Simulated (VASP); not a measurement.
# LuB2Os2 (I4/mmm) in VASP: single point with r2SCAN

Aim: the single point of LuB2Os2 with r2SCAN.

Everything below comes from runs of VASP 6.6.1. Logs are shortened: lines on timing, memory, paths and dates and some standing lists are left out, and cuts for length are marked.

### Step 1. The cell of the first run

The structure is tetragonal, space group I4/mmm (No. 139). Conventional cell: a = 3.787 Å, b = 3.787 Å, c = 8.800 Å, α = 90.00°, β = 90.00°, γ = 90.00°. Os (site symmetry -4m2) has 4 B at 2.19 Å and 4 Os at 2.68 Å and 4 Lu at 2.90 Å within 3.0 Å. Within 3.8 Å of Lu (site symmetry 4/mmm) lie 10 B at 2.89 to 3.30 Å and 8 Os at 2.90 Å and 4 Lu at 3.79 Å. B (site symmetry 4mm) has 4 Os at 2.19 Å and 1 B at 2.20 Å and 4 Lu at 2.89 Å within 2.9 Å.

### Step 2. Single point, r2SCAN

POSCAR reads:

```
LuB2Os2
1.0
    0.0000000000      3.7867130000      0.0000000000
    3.7867130000      0.0000000000      0.0000000000
    1.8933560000      1.8933560000     -4.3998010000
Os Lu B
2 1 2
Direct
    0.7500000000      0.2500000000      0.5000000000
    0.2500000000      0.7500000000      0.5000000000
    0.0000000000      0.0000000000      0.0000000000
    0.3750000000      0.3750000000      0.2500000000
    0.6250000000      0.6250000000      0.7500000000
```

INCAR.step1 reads:

```
PREC = Accurate
ENCUT = 620
ISMEAR = -1
SIGMA = 0.1
LREAL = False
LASPH = True
NELM = 120
NBANDS = 40
GGA = PE
ALGO = Normal
EDIFF = 1E-5
LWAVE = True
LCHARG = False
GGA_COMPAT = False
```

INCAR.step2 reads:

```
PREC = Accurate
ENCUT = 620
EDIFF = 1E-6
ISMEAR = -1
SIGMA = 0.1
LREAL = False
LASPH = True
NELM = 120
ALGO = Normal
ISIF = 2
LWAVE = False
LCHARG = True
METAGGA = R2SCAN
LMIXTAU = True
LELF = True
LVHAR = True
NBANDS = 40
ISTART = 1
GGA_COMPAT = False
```

KPOINTS reads:

```
regular mesh
0
Gamma
  5 5 5
```

Potentials or basis: VASP PAW PBE potentials, release 64 (Os_sv_GW, Lu, B).

Command:

```bash
$ cat potpaw_PBE.64/Os_sv_GW/POTCAR potpaw_PBE.64/Lu/POTCAR potpaw_PBE.64/B/POTCAR > POTCAR
$ cp INCAR.step1 INCAR
$ mpirun -np 1 vasp_std > vasp.out
$ cp INCAR.step2 INCAR
$ mpirun -np 1 vasp_std > vasp.out
```

OUTCAR:

```text
PREC = Accurate
   ENCUT = 620
   EDIFF = 1E-6
   ISMEAR = -1
   LREAL = False
   LASPH = True
   NELM = 120
   ISIF = 2
   METAGGA = R2SCAN
   ISTART = 1

 ion  position               nearest neighbor table
   1  0.750  0.250  0.500-   4 2.19   5 2.19   4 2.19   5 2.19   2 2.68   2 2.68   2 2.68   2 2.68
                             3 2.90   3 2.90   3 2.90   3 2.90
   2  0.250  0.750  0.500-   4 2.19   5 2.19   4 2.19   5 2.19   1 2.68   1 2.68   1 2.68   1 2.68
                             3 2.90   3 2.90   3 2.90   3 2.90
   3  0.000  0.000  0.000-   4 2.89   5 2.89   5 2.89   5 2.89   4 2.89   4 2.89   5 2.89   4 2.89
                             2 2.90   1 2.90   2 2.90   1 2.90   1 2.90   2 2.90   2 2.90   1 2.90
   4  0.375  0.375  0.250-   1 2.19   2 2.19   2 2.19   1 2.19   3 2.89   3 2.89   3 2.89   3 2.89

   5  0.625  0.625  0.750-   1 2.19   2 2.19   2 2.19   1 2.19   3 2.89   3 2.89   3 2.89   3 2.89

  LATTYP: Found a body centered tetragonal cell.
 ALAT       =     3.7867130000
 C/A-ratio  =     2.3238101224

  Lattice vectors:

 A1 = (  -1.8933560000,   1.8933570000,   4.3998010000)
 A2 = (   1.8933570000,  -1.8933560000,   4.3998010000)
 A3 = (   1.8933560000,   1.8933560000,  -4.3998010000)

Analysis of symmetry for initial positions (statically):
=====================================================================
 Subroutine PRICEL returns:
 Original cell was already a primitive cell.

 Routine SETGRP: Setting up the symmetry group for a
 body centered tetragonal supercell.

 Subroutine GETGRP returns: Found 16 space group operations
 (whereof 16 operations were pure point group operations)
 out of a pool of 16 trial point group operations.

The static configuration has the point symmetry D_4h.

Analysis of symmetry for dynamics (positions and initial velocities):
=====================================================================
 Subroutine PRICEL returns:
 Original cell was already a primitive cell.

 Routine SETGRP: Setting up the symmetry group for a
 body centered tetragonal supercell.

 Subroutine GETGRP returns: Found 16 space group operations
 (whereof 16 operations were pure point group operations)
 out of a pool of 16 trial point group operations.

The dynamic configuration has the point symmetry D_4h.

 Subroutine INISYM returns: Found 16 space group operations
 (whereof 16 operations are pure point group operations),
 and found     1 'primitive' translations

----------------------------------------------------------------------------------------

                                     Primitive cell

  volume of cell :      63.0896

  direct lattice vectors                    reciprocal lattice vectors
     0.000000000  3.786713000  0.000000000     0.000000000  0.264081276  0.113641473
     3.786713000  0.000000000  0.000000000     0.264081276  0.000000000  0.113641473
     1.893356000  1.893356000 -4.399801000     0.000000000  0.000000000 -0.227283007

  length of vectors
     3.786713000  3.786713000  5.150518685     0.287494878  0.287494878  0.227283007

  position of ions in fractional coordinates (direct lattice)
     0.750000000  0.250000000  0.500000000
     0.250000000  0.750000000  0.500000000
     0.000000000  0.000000000  0.000000000
     0.375000000  0.375000000  0.250000000
     0.625000000  0.625000000  0.750000000

  ion indices of the primitive-cell ions
   primitive index   ion index
                 1           1
                 2           2
                 3           3
                 4           4
                 5           5

----------------------------------------------------------------------------------------

 KPOINTS: regular mesh

Automatic generation of k-mesh.
 Grid dimensions read from file:
 generate k-points for:    5    5    5

 Generating k-lattice:

  Cartesian coordinates                     Fractional coordinates (reciprocal lattice)
     0.000000000  0.052816255  0.022728295     0.200000000  0.000000000 -0.000000000
     0.052816255  0.000000000  0.022728295     0.000000000  0.200000000 -0.000000000
     0.000000000  0.000000000 -0.045456601     0.000000000  0.000000000  0.200000000

  Length of vectors
     0.057498976  0.057498976  0.045456601

  Shift w.r.t. Gamma in fractional coordinates (k-lattice)
     0.000000000  0.000000000  0.000000000

 Subroutine IBZKPT returns following result:
 ===========================================

 Found     18 irreducible k-points:

 Following reciprocal coordinates:
            Coordinates               Weight
  0.000000  0.000000  0.000000      1.000000
  0.200000  0.000000 -0.000000      8.000000
  0.400000  0.000000  0.000000      8.000000
  0.200000  0.200000 -0.000000      8.000000
  0.400000  0.200000 -0.000000     16.000000
 -0.400000  0.200000 -0.000000     16.000000
[... 10 lines left out ...]
  0.000000  0.000000  0.400000      2.000000
 -0.200000  0.000000  0.400000      4.000000
   k-points           NKPTS =     18   k-points in BZ     NKDIM =     18   number of bands    NBANDS=     40
   number of dos      NEDOS =    301   number of ions     NIONS =      5
   total plane-waves  NPLWV =  43008
   dimension x,y,z NGX =    32 NGY =   32 NGZ =   42
   dimension x,y,z NGXF=    64 NGYF=   64 NGZF=   84
   ions per type =               2   1   2
   NGX,Y,Z   is equivalent  to a cutoff of  14.05, 14.05, 13.56 a.u.
   NGXF,Y,Z  is equivalent  to a cutoff of  28.10, 28.10, 27.11 a.u.
 SYSTEM =  unknown system
   PREC   = accura    normal or accurate (medium, high low for compatibility)
   ISTART =      1    job   : 0-new  1-cont  2-samecut
   ICHARG =      0    charge: 1-file 2-atom 10-const
   ISPIN  =      1    spin polarized calculation?
   LNONCOLLINEAR =      F non collinear calculations
   LSORBIT =      F    spin-orbit coupling
   LASPH  =      T    aspherical Exc in radial PAW
   ENCUT  =  620.0 eV  45.57 Ry    6.75 a.u.   7.69  7.69 10.46*2*pi/ulx,y,z
   NELM   =    120;   NELMIN=  2; NELMDL=  0     # of ELM steps
   EDIFF  = 0.1E-05   stopping-criterion for ELM
   LREAL  =      F    real-space projection
   EDIFFG = 0.1E-04   stopping-criterion for IOM
   NSW    =      0    number of steps for IOM
   IBRION =     -1    ionic relax: 0-MD 1-quasi-New 2-CG
   NFREE  =      0    steps in history (QN), initial steepest desc. (CG)
   ISIF   =      2    stress and relaxation
   ISYM   =      2    0-nonsym 1-usesym 2-fastsym
   POTIM  = 0.5000    time-step for ionic-motion
   TEBEG  =    0.0;   TEEND  =   0.0 temperature during run
   PSTRESS=    0.0 pullay stress
   NELECT =      63.0000    total number of electrons
   NUPDOWN=      -1.0000    fix difference up-down
   EMIN   =  10.00;   EMAX   =-10.00  energy-range for DOS
   EFERMI =   0.00;   METHOD = LEGACY
   ISMEAR =    -1;   SIGMA  =   0.10  broadening in eV -4-tet -1-fermi 0-gaus
   EFERMI_NEDOS =   21; number of points for ismear=-14 and -15
   IALGO  =     38    algorithm
   IMIX   =      4    mixing-type and parameters
     AMIX     =   0.40;   BMIX     =  1.00
     AMIX_MAG =   1.60;   BMIX_MAG =  1.00
  volume/ion in A,a.u.               =      12.62        85.15
  Fermi-wavevector in a.u.,A,eV,Ry     =   1.636323  3.092202 36.430327  2.677553
  Thomas-Fermi vector in A             =   2.727649
   LORBIT       =      0    0 simple, 1 ext, 2 COOP (PROOUT), +10 PAW based schemes
   METAGGA = R2SCAN    functional components
   LHFCALC =     F    Hartree Fock is set to
   AEXX    =    0.0000 exact exchange contribution
   IVDW    =     0    specifies the selected vdW correction
   LEPSILON=     F    determine dielectric tensor
   LRPA    =     F    only Hartree local field effects (RPA)
 non-spin polarized calculation
  energy-cutoff  :      620.00
  volume of cell :       63.09
 maximum number of plane-waves:      2241
   NGX = 15   NGY = 15   NGZ = 21

 number of electron      63.0000004 magnetization

 Free energy of the ion-electron system (eV)
  ---------------------------------------------------
  ext. energy  EPLUGINS =         0.00000000
  ---------------------------------------------------
  free energy    TOTEN  =      -162.74488917 eV

  energy without entropy =     -162.65331047  energy(sigma->0) =     -162.69909982

 E-fermi :   8.4254     XC(G=0): -14.3767

 val. band max:        8.4044303530   @ k =   0.0000   0.0000   0.0000
 cond. band min:       8.4281289189   @ k =  -0.2000  -0.2000   0.2000
 fundamental gap:      0.0236985659
 Fermi energy:         8.4253727861

 k-point     1 :       0.0000    0.0000    0.0000
  band No.  band energies     occupation
      1     -79.4402      2.00000
      2     -79.3508      2.00000
      3     -48.7623      2.00000
      4     -38.6199      2.00000
      5     -38.6199      2.00000
      6     -38.2155      2.00000
[... 32 lines left out ...]
     39      13.5822      0.00000
     40      14.9583      0.00000

 k-point     2 :       0.2000    0.0000   -0.0000
  band No.  band energies     occupation
      1     -79.4314      2.00000
      2     -79.3593      2.00000
      3     -48.7616      2.00000
      4     -38.5684      2.00000
      5     -38.5622      2.00000
      6     -38.1989      2.00000
[... 32 lines left out ...]
     39      15.5329      0.00000
     40      16.1764      0.00000

 k-point     3 :       0.4000    0.0000    0.0000
  band No.  band energies     occupation
      1     -79.4090      2.00000
      2     -79.3814      2.00000
      3     -48.7604      2.00000
      4     -38.4252      2.00000
      5     -38.4092      2.00000
      6     -38.2322      2.00000
[... 32 lines left out ...]
     39      15.3513      0.00000
     40      15.9263      0.00000

 k-point     4 :       0.2000    0.2000   -0.0000
  band No.  band energies     occupation
      1     -79.4245      2.00000
      2     -79.3661      2.00000
      3     -48.7610      2.00000
      4     -38.6536      2.00000
      5     -38.3870      2.00000
      6     -38.2508      2.00000
[... 32 lines left out ...]
     39      15.0433      0.00000
     40      16.3932      0.00000
[... 514 lines left out ...]
     39      14.2054      0.00000
     40      15.6986      0.00000

 k-point    17 :       0.0000    0.0000    0.4000
  band No.  band energies     occupation
      1     -79.4400      2.00000
      2     -79.3506      2.00000
      3     -48.7641      2.00000
      4     -38.6203      2.00000
      5     -38.6203      2.00000
      6     -38.2099      2.00000
[... 32 lines left out ...]
     39      14.3329      0.00000
     40      15.2068      0.00000

 k-point    18 :      -0.2000    0.0000    0.4000
  band No.  band energies     occupation
      1     -79.4314      2.00000
      2     -79.3592      2.00000
      3     -48.7630      2.00000
      4     -38.5682      2.00000
      5     -38.5626      2.00000
      6     -38.1947      2.00000
[... 32 lines left out ...]
     39      13.8867      0.00000
     40      14.9446      0.00000

------------------------ aborting loop because EDIFF is reached ----------------------------------------

  FORCE on cell =-STRESS in cart. coord.  units (eV):
  Direction    XX          YY          ZZ          XY          YZ          ZX
  --------------------------------------------------------------------------------------
  -------------------------------------------------------------------------------------
  Total        3.1978555      3.1978555      6.0222571      0.0000000      0.0000007      0.0000007
  in kB       81.2103920     81.2103920    152.9368221      0.0000000      0.0000174      0.0000174
  external PRESSURE =     105.1192020 kB  Pullay stress =       0.0000000 kB

 VOLUME and BASIS-vectors are now :
 -----------------------------------------------------------------------------
  energy-cutoff  :      620.00
  volume of cell :       63.09
      direct lattice vectors                 reciprocal lattice vectors
     0.000000000  3.786713000  0.000000000     0.000000000  0.264081276  0.113641473
     3.786713000  0.000000000  0.000000000     0.264081276  0.000000000  0.113641473
     1.893356000  1.893356000 -4.399801000     0.000000000  0.000000000 -0.227283007

 POSITION                                       TOTAL-FORCE (eV/Angst)
 -----------------------------------------------------------------------------------
      1.89336      3.78671     -2.19990         0.000000     -0.000000      0.000000
      3.78671      1.89336     -2.19990        -0.000000      0.000000      0.000000
      0.00000      0.00000      0.00000         0.000000      0.000000      0.000000
      1.89336      1.89336     -1.09995         0.000000      0.000000      0.428570
      3.78671      3.78671     -3.29985        -0.000000     -0.000000     -0.428570
 -----------------------------------------------------------------------------------
    total drift:                                0.000000     -0.000000     -0.000000

  FREE ENERGIE OF THE ION-ELECTRON SYSTEM (eV)
  ---------------------------------------------------
  free  energy   TOTEN  =      -162.7448891681 eV

  energy  without entropy=     -162.6533104683  energy(sigma->0) =     -162.69909982
```

It took 2.8 min on 1 thread of AMD EPYC 9R45 (Zen 5), shared host; peak memory 0.23 GiB.

What came out:

```yaml
Free_energy: -162.7449 eV
Pressure: 10.5 GPa
Largest_force: 0.429 eV/Å
Band_gap_on_the_k_mesh: zero (an odd number of electrons rules out a gap without spin polarisation)
```

Forces in eV/Å, atoms in the order of the input:
```
Os   0.000  0.000  0.000
Os   0.000  0.000  0.000
Lu   0.000  0.000  0.000
B    0.000  0.000  0.429
B    0.000  0.000 -0.429
```

Stress tensor (GPa, compression positive):
```
 8.12  0.00  0.00
 0.00  8.12  0.00
 0.00  0.00 15.29
```

Levels at points of the mesh, in eV from the Fermi level:
```csv
k point,band 29,band 30,band 31,band 32,band 33,band 34,band 35,band 36
"(0.00, 0.00, 0.00)",-0.68,-0.08,-0.08,-0.02,0.52,1.55,4.02,5.11
```

Caveat: the k points lie up to 0.36 Å⁻¹ apart, too coarse for converged energies and pressures of a metal; the PAW data sets were made with another functional, which shifts forces and pressure a little; spin-orbit coupling is left out, which moves the levels of the heavy elements.

The gap in the log of VASP goes by the Fermi energy; the results here count the filled bands.